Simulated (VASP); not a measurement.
# TiAu (Pm-3m) in VASP: notebook

TiAu is run at these levels: LDA; tasks: single point.

Program: VASP 6.6.1. These are calculated values, not measurements. Logs are shortened: lines on timing, memory, paths and dates and some standing lists are left out, and cuts for length are marked.

**1. The cell of the first run**

The structure is cubic, space group Pm-3m (No. 221). Conventional cell: a = 3.170 Å, b = 3.170 Å, c = 3.170 Å, α = 90.00°, β = 90.00°, γ = 90.00°. Within 3.6 Å of Ti (site symmetry m-3m) lie 8 Au at 2.75 Å and 6 Ti at 3.17 Å. Within 3.6 Å of Au (site symmetry m-3m) lie 8 Ti at 2.75 Å and 6 Au at 3.17 Å.

**2. Single point, LDA (volume scaled by 0.98)**

INCAR reads:

```
SYSTEM = TiAu
ALGO = Fast
EDIFF = 1E-7
ENCUT = 520
GGA = CA
ISIF = 2
ISMEAR = -1
LASPH = .True.
LCHARG = .False.
LREAL = .False.
LWAVE = .False.
NBANDS = 18
NELM = 60
PREC = Accurate
SIGMA = 0.15
```

KPOINTS reads:

```
k-points
0
Gamma
  14 14 14
  0 0 0
```

POSCAR reads:

```
TiAu
1.0
    3.1701791770      0.0000000000      0.0000000000
    0.0000000000      3.1701791770      0.0000000000
    0.0000000000      0.0000000000      3.1701791770
Ti Au
1 1
Direct
    0.5000000000      0.5000000000      0.5000000000
    0.0000000000      0.0000000000      0.0000000000
```

Potentials or basis: VASP PAW LDA potentials, release 64 (Ti_sv, Au).

On the command line:

```console
cat potpaw_LDA.64/Ti_sv/POTCAR potpaw_LDA.64/Au/POTCAR > POTCAR
mpirun -np 1 vasp_std > vasp.out
```

OUTCAR:

```text
SYSTEM = TiAu
   EDIFF = 1E-7
   ENCUT = 520
   GGA = CA
   ISIF = 2
   ISMEAR = -1
   LASPH = .True.
   LREAL = .False.
   NELM = 60
   PREC = Accurate

 ion  position               nearest neighbor table
   1  0.500  0.500  0.500-   2 2.75   2 2.75   2 2.75   2 2.75   2 2.75   2 2.75   2 2.75   2 2.75

   2  0.000  0.000  0.000-   1 2.75   1 2.75   1 2.75   1 2.75   1 2.75   1 2.75   1 2.75   1 2.75

  LATTYP: Found a simple cubic cell.
 ALAT       =     3.1701791770

  Lattice vectors:

 A1 = (   3.1701791770,   0.0000000000,   0.0000000000)
 A2 = (   0.0000000000,   3.1701791770,   0.0000000000)
 A3 = (   0.0000000000,   0.0000000000,   3.1701791770)

Analysis of symmetry for initial positions (statically):
=====================================================================
 Subroutine PRICEL returns:
 Original cell was already a primitive cell.

 Routine SETGRP: Setting up the symmetry group for a
 simple cubic supercell.

 Subroutine GETGRP returns: Found 48 space group operations
 (whereof 48 operations were pure point group operations)
 out of a pool of 48 trial point group operations.

The static configuration has the point symmetry O_h .

Analysis of symmetry for dynamics (positions and initial velocities):
=====================================================================
 Subroutine PRICEL returns:
 Original cell was already a primitive cell.

 Routine SETGRP: Setting up the symmetry group for a
 simple cubic supercell.

 Subroutine GETGRP returns: Found 48 space group operations
 (whereof 48 operations were pure point group operations)
 out of a pool of 48 trial point group operations.

The dynamic configuration has the point symmetry O_h .

 Subroutine INISYM returns: Found 48 space group operations
 (whereof 48 operations are pure point group operations),
 and found     1 'primitive' translations

----------------------------------------------------------------------------------------

                                     Primitive cell

  volume of cell :      31.8604

  direct lattice vectors                    reciprocal lattice vectors
     3.170179177  0.000000000  0.000000000     0.315439584  0.000000000  0.000000000
     0.000000000  3.170179177  0.000000000     0.000000000  0.315439584  0.000000000
     0.000000000  0.000000000  3.170179177     0.000000000  0.000000000  0.315439584

  length of vectors
     3.170179177  3.170179177  3.170179177     0.315439584  0.315439584  0.315439584

  position of ions in fractional coordinates (direct lattice)
     0.500000000  0.500000000  0.500000000
     0.000000000  0.000000000  0.000000000

  ion indices of the primitive-cell ions
   primitive index   ion index
                 1           1
                 2           2

----------------------------------------------------------------------------------------

 KPOINTS: k-points

Automatic generation of k-mesh.
 Grid dimensions read from file:
 generate k-points for:   14   14   14

 Generating k-lattice:

  Cartesian coordinates                     Fractional coordinates (reciprocal lattice)
     0.022531399  0.000000000  0.000000000     0.071428571  0.000000000  0.000000000
     0.000000000  0.022531399  0.000000000     0.000000000  0.071428571  0.000000000
     0.000000000  0.000000000  0.022531399     0.000000000  0.000000000  0.071428571

  Length of vectors
     0.022531399  0.022531399  0.022531399

  Shift w.r.t. Gamma in fractional coordinates (k-lattice)
     0.000000000  0.000000000  0.000000000

 Subroutine IBZKPT returns following result:
 ===========================================

 Found    120 irreducible k-points:

 Following reciprocal coordinates:
            Coordinates               Weight
  0.000000  0.000000  0.000000      1.000000
  0.071429  0.000000  0.000000      6.000000
  0.142857  0.000000  0.000000      6.000000
  0.214286  0.000000  0.000000      6.000000
  0.285714  0.000000  0.000000      6.000000
  0.357143  0.000000  0.000000      6.000000
[... 16 lines left out ...]
  0.285714  0.214286  0.000000     24.000000
  0.357143  0.214286  0.000000     24.000000
 [... further k-points ...]
   k-points           NKPTS =    120   k-points in BZ     NKDIM =    120   number of bands    NBANDS=     18
   number of dos      NEDOS =    301   number of ions     NIONS =      2
   total plane-waves  NPLWV =  13824
   dimension x,y,z NGX =    24 NGY =   24 NGZ =   24
   dimension x,y,z NGXF=    48 NGYF=   48 NGZF=   48
   ions per type =               1   1
   NGX,Y,Z   is equivalent  to a cutoff of  12.59, 12.59, 12.59 a.u.
   NGXF,Y,Z  is equivalent  to a cutoff of  25.17, 25.17, 25.17 a.u.
 SYSTEM =  TiAu
   PREC   = accura    normal or accurate (medium, high low for compatibility)
   ISTART =      0    job   : 0-new  1-cont  2-samecut
   ICHARG =      2    charge: 1-file 2-atom 10-const
   ISPIN  =      1    spin polarized calculation?
   LNONCOLLINEAR =      F non collinear calculations
   LSORBIT =      F    spin-orbit coupling
   LASPH  =      T    aspherical Exc in radial PAW
   ENCUT  =  520.0 eV  38.22 Ry    6.18 a.u.   5.89  5.89  5.89*2*pi/ulx,y,z
   NELM   =     60;   NELMIN=  2; NELMDL= -5     # of ELM steps
   EDIFF  = 0.1E-06   stopping-criterion for ELM
   LREAL  =      F    real-space projection
   EDIFFG = 0.1E-05   stopping-criterion for IOM
   NSW    =      0    number of steps for IOM
   IBRION =     -1    ionic relax: 0-MD 1-quasi-New 2-CG
   NFREE  =      0    steps in history (QN), initial steepest desc. (CG)
   ISIF   =      2    stress and relaxation
   ISYM   =      2    0-nonsym 1-usesym 2-fastsym
   POTIM  = 0.5000    time-step for ionic-motion
   TEBEG  =    0.0;   TEEND  =   0.0 temperature during run
   PSTRESS=    0.0 pullay stress
   NELECT =      23.0000    total number of electrons
   NUPDOWN=      -1.0000    fix difference up-down
   EMIN   =  10.00;   EMAX   =-10.00  energy-range for DOS
   EFERMI =   0.00;   METHOD = LEGACY
   ISMEAR =    -1;   SIGMA  =   0.15  broadening in eV -4-tet -1-fermi 0-gaus
   EFERMI_NEDOS =   21; number of points for ismear=-14 and -15
   IALGO  =     68    algorithm
   IMIX   =      4    mixing-type and parameters
     AMIX     =   0.40;   BMIX     =  1.00
     AMIX_MAG =   1.60;   BMIX_MAG =  1.00
  volume/ion in A,a.u.               =      15.93       107.50
  Fermi-wavevector in a.u.,A,eV,Ry     =   1.468589  2.775231 29.344419  2.156754
  Thomas-Fermi vector in A             =   2.584069
   LORBIT       =      0    0 simple, 1 ext, 2 COOP (PROOUT), +10 PAW based schemes
   GGA     = CA    functional components
   LHFCALC =     F    Hartree Fock is set to
   AEXX    =    0.0000 exact exchange contribution
   IVDW    =     0    specifies the selected vdW correction
   LEPSILON=     F    determine dielectric tensor
   LRPA    =     F    only Hartree local field effects (RPA)
 non-spin polarized calculation
 RMM-DIIS sequential band-by-band and
  energy-cutoff  :      520.00
  volume of cell :       31.86
 maximum number of plane-waves:       876
 NGX is ok and might be reduce to    24
   NGX = 11   NGY = 11   NGZ = 11

 number of electron      22.9999998 magnetization

 Free energy of the ion-electron system (eV)
  ---------------------------------------------------
  ext. energy  EPLUGINS =         0.00000000
  ---------------------------------------------------
  free energy    TOTEN  =       -13.77999954 eV

  energy without entropy =      -13.56074560  energy(sigma->0) =      -13.67037257

 E-fermi :  10.2111     XC(G=0): -12.8098

 val. band max:       10.2101252410   @ k =   0.2857   0.1429   0.1429
 cond. band min:      10.2209265584   @ k =   0.2143   0.2143   0.0714
 fundamental gap:      0.0108013174
 Fermi energy:        10.2110607428

 k-point     1 :       0.0000    0.0000    0.0000
  band No.  band energies     occupation
      1     -46.3880      2.00000
      2     -22.9495      2.00000
      3     -22.9495      2.00000
      4     -22.9495      2.00000
      5       1.0520      2.00000
      6       3.4351      2.00000
[... 10 lines left out ...]
     17      17.2841      0.00000
     18      17.2841      0.00000

 k-point     2 :       0.0714    0.0000    0.0000
  band No.  band energies     occupation
      1     -46.3872      2.00000
      2     -22.9588      2.00000
      3     -22.9491      2.00000
      4     -22.9491      2.00000
      5       1.1485      2.00000
      6       3.4643      2.00000
[... 10 lines left out ...]
     17      17.5640      0.00000
     18      17.5640      0.00000

 k-point     3 :       0.1429    0.0000    0.0000
  band No.  band energies     occupation
      1     -46.3848      2.00000
      2     -22.9845      2.00000
      3     -22.9478      2.00000
      4     -22.9478      2.00000
      5       1.4294      2.00000
      6       3.5486      2.00000
[... 10 lines left out ...]
     17      18.3090      0.00000
     18      18.3090      0.00000

 k-point     4 :       0.2143    0.0000    0.0000
  band No.  band energies     occupation
      1     -46.3814      2.00000
      2     -23.0215      2.00000
      3     -22.9459      2.00000
      4     -22.9459      2.00000
      5       1.8640      2.00000
      6       3.6769      2.00000
[... 10 lines left out ...]
     17      19.3564      0.00000
     18      19.3565      0.00000

 k-point     5 :       0.2857    0.0000    0.0000
  band No.  band energies     occupation
      1     -46.3776      2.00000
      2     -23.0624      2.00000
      3     -22.9438      2.00000
      4     -22.9438      2.00000
      5       2.3875      2.00000
      6       3.8299      2.00000
[... 10 lines left out ...]
     17      20.5880      0.00000
     18      20.5884      0.00000

 k-point     6 :       0.3571    0.0000    0.0000
  band No.  band energies     occupation
      1     -46.3742      2.00000
      2     -23.0990      2.00000
      3     -22.9419      2.00000
      4     -22.9419      2.00000
      5       2.8865      2.00000
      6       3.9793      2.00000
[... 10 lines left out ...]
     17      21.9161      0.00000
     18      21.9255      0.00000

 k-point     7 :       0.4286    0.0000    0.0000
  band No.  band energies     occupation
      1     -46.3718      2.00000
      2     -23.1242      2.00000
      3     -22.9406      2.00000
      4     -22.9406      2.00000
      5       3.2309      2.00000
      6       4.0905      2.00000
[... 10 lines left out ...]
     17      23.2145      0.00000
     18      23.2336      0.00000

 k-point     8 :       0.5000    0.0000    0.0000
  band No.  band energies     occupation
      1     -46.3709      2.00000
      2     -23.1331      2.00000
      3     -22.9401      2.00000
      4     -22.9401      2.00000
      5       3.3500      2.00000
      6       4.1319      2.00000
[... 10 lines left out ...]
     17      23.9740      0.00000
     18      24.1104      0.00000
[... 229 lines left out ...]
     17      19.4906      0.00000
     18      22.1485      0.00000

 k-point    20 :       0.4286    0.1429    0.0000
  band No.  band energies     occupation
      1     -46.3691      2.00000
      2     -23.1180      2.00000
      3     -22.9710      2.00000
      4     -22.9371      2.00000
      5       3.3932      2.00000
      6       4.2590      2.00000
[... 10 lines left out ...]
     17      20.3273      0.00000
     18      23.1991      0.00000

 k-point    21 :       0.5000    0.1429    0.0000
  band No.  band energies     occupation
      1     -46.3683      2.00000
      2     -23.1267      2.00000
      3     -22.9703      2.00000
      4     -22.9366      2.00000
      5       3.4996      2.00000
      6       4.3354      2.00000
[... 10 lines left out ...]
     17      20.7478      0.00000
     18      22.6281      0.00000

 k-point    22 :       0.2143    0.2143    0.0000
  band No.  band energies     occupation
      1     -46.3752      2.00000
      2     -23.0198      2.00000
      3     -23.0084      2.00000
      4     -22.9408      2.00000
      5       2.5381      2.00000
      6       3.9690      2.00000
[... 10 lines left out ...]
     17      16.7413      0.00000
     18      20.5445      0.00000

 k-point    23 :       0.2857    0.2143    0.0000
  band No.  band energies     occupation
      1     -46.3716      2.00000
      2     -23.0536      2.00000
      3     -23.0091      2.00000
      4     -22.9379      2.00000
      5       2.9156      2.00000
      6       4.0792      2.00000
[... 10 lines left out ...]
     17      17.2494      0.00000
     18      21.4185      0.00000

 k-point    24 :       0.3571    0.2143    0.0000
  band No.  band energies     occupation
      1     -46.3684      2.00000
      2     -23.0878      2.00000
      3     -23.0057      2.00000
      4     -22.9353      2.00000
      5       3.2362      2.00000
      6       4.1376      2.00000
[... 10 lines left out ...]
     17      18.0466      0.00000
     18      22.5037      0.00000

 [... further k-points ...]

------------------------ aborting loop because EDIFF is reached ----------------------------------------

  FORCE on cell =-STRESS in cart. coord.  units (eV):
  Direction    XX          YY          ZZ          XY          YZ          ZX
  --------------------------------------------------------------------------------------
  -------------------------------------------------------------------------------------
  Total        0.7919163      0.7919163      0.7919163      0.0000000     -0.0000000     -0.0000000
  in kB       39.8234117     39.8234117     39.8234117      0.0000000     -0.0000000     -0.0000000
  external PRESSURE =      39.8234117 kB  Pullay stress =       0.0000000 kB

 VOLUME and BASIS-vectors are now :
 -----------------------------------------------------------------------------
  energy-cutoff  :      520.00
  volume of cell :       31.86
      direct lattice vectors                 reciprocal lattice vectors
     3.170179177  0.000000000  0.000000000     0.315439584  0.000000000  0.000000000
     0.000000000  3.170179177  0.000000000     0.000000000  0.315439584  0.000000000
     0.000000000  0.000000000  3.170179177     0.000000000  0.000000000  0.315439584

 POSITION                                       TOTAL-FORCE (eV/Angst)
 -----------------------------------------------------------------------------------
      1.58509      1.58509      1.58509         0.000000      0.000000      0.000000
      0.00000      0.00000      0.00000         0.000000      0.000000      0.000000
 -----------------------------------------------------------------------------------
    total drift:                                0.000000      0.000000     -0.000000

  FREE ENERGIE OF THE ION-ELECTRON SYSTEM (eV)
  ---------------------------------------------------
  free  energy   TOTEN  =       -13.7799995373 eV

  energy  without entropy=      -13.5607455963  energy(sigma->0) =      -13.67037257
```

Wall time 66 s (1 thread of AMD EPYC 9R45 (Zen 5), shared host); peak memory 0.15 GiB.

Results:

| Item | Value |
| --- | --- |
| Free energy | -13.7800 eV |
| Pressure | 4.0 GPa |

Levels at points of the mesh, in eV from the Fermi level:
```
           k point  band 10  band 11  band 12  band 13  band 14  band 15
(0.00, 0.00, 0.00)    -4.64     0.33     0.33     2.19     2.19     2.19
(0.50, 0.00, 0.00)    -4.09    -2.40    -0.94     0.24     0.24     1.56
(0.50, 0.50, 0.00)    -2.11    -0.31    -0.31     0.81     2.20     2.20
(0.50, 0.50, 0.50)    -2.13    -2.13    -2.13     2.45     2.45     2.69
```

Caveat: the cell differs from its parent crystal (volume scaled by 0.98); spin-orbit coupling is left out, which moves the levels of the heavy elements.

**3. Single point, LDA**

This run uses another cell than the first one, of 15.98 Å³/atom, 1.003 times its volume.

INCAR reads:

```
PREC     = Accurate       # precision mode
ENCUT    = 520            # plane-wave cutoff, eV
EDIFF    = 1E-6           # SCF threshold, eV
ISMEAR   = -1             # smearing method
SIGMA    = 0.15           # smearing width, eV
LREAL    = False          # projectors in reciprocal space
LASPH    = True           # aspherical terms in the spheres
NELM     = 60             # most SCF steps
ALGO     = Normal         # electronic algorithm
ISIF     = 2              # what is computed and relaxed
LWAVE    = False          # write WAVECAR
LCHARG   = True           # write CHGCAR
GGA      = CA             # functional
LELF     = True           # ELF
LVHAR    = True         
NBANDS   = 18             # bands
```

KPOINTS reads:

```
regular mesh
0
Gamma
  14 14 14
```

POSCAR reads:

```
TiAu
1.0
    3.1735990946      0.0000000000      0.0000000000
    0.0000000000      3.1735990946      0.0000000000
    0.0000000000      0.0000000000      3.1735990946
Ti Au
1 1
Direct
    0.5000000000      0.5000000000      0.5000000000
    0.0000000000      0.0000000000      0.0000000000
```

Potentials or basis: VASP PAW LDA potentials, release 64 (Ti_sv, Au).

On the command line:

```console
cat potpaw_LDA.64/Ti_sv/POTCAR potpaw_LDA.64/Au/POTCAR > POTCAR
mpirun -np 1 vasp_std > vasp.out
```

Run time: 24 s. Hardware: 1 thread of AMD EPYC 9R45 (Zen 5), shared host; peak memory 0.16 GiB.

Results (log left out):

| Item | Value |
| --- | --- |
| Free energy | -13.7824 eV |
| Pressure | 3.4 GPa |

Levels at points of the mesh, in eV from the Fermi level:
| k point | band 8 | band 9 | band 10 | band 11 | band 12 | band 13 | band 14 | band 15 | band 16 | band 17 |
| --- | --- | --- | --- | --- | --- | --- | --- | --- | --- | --- |
| (0.00, 0.00, 0.00) | -4.62 | -4.62 | -4.62 | 0.33 | 0.33 | 2.18 | 2.18 | 2.18 | 7.06 | 7.06 |
| (0.50, 0.00, 0.00) | -5.04 | -4.29 | -4.08 | -2.40 | -0.93 | 0.24 | 0.24 | 1.55 | 2.87 | 13.72 |
| (0.50, 0.50, 0.00) | -5.55 | -3.45 | -2.11 | -0.31 | -0.31 | 0.81 | 2.19 | 2.19 | 2.38 | 5.58 |
| (0.50, 0.50, 0.50) | -3.40 | -3.40 | -2.12 | -2.12 | -2.12 | 2.44 | 2.44 | 2.68 | 8.07 | 8.07 |

Caveat: spin-orbit coupling is left out, which moves the levels of the heavy elements.

(Part 1 of 2 ends here.)
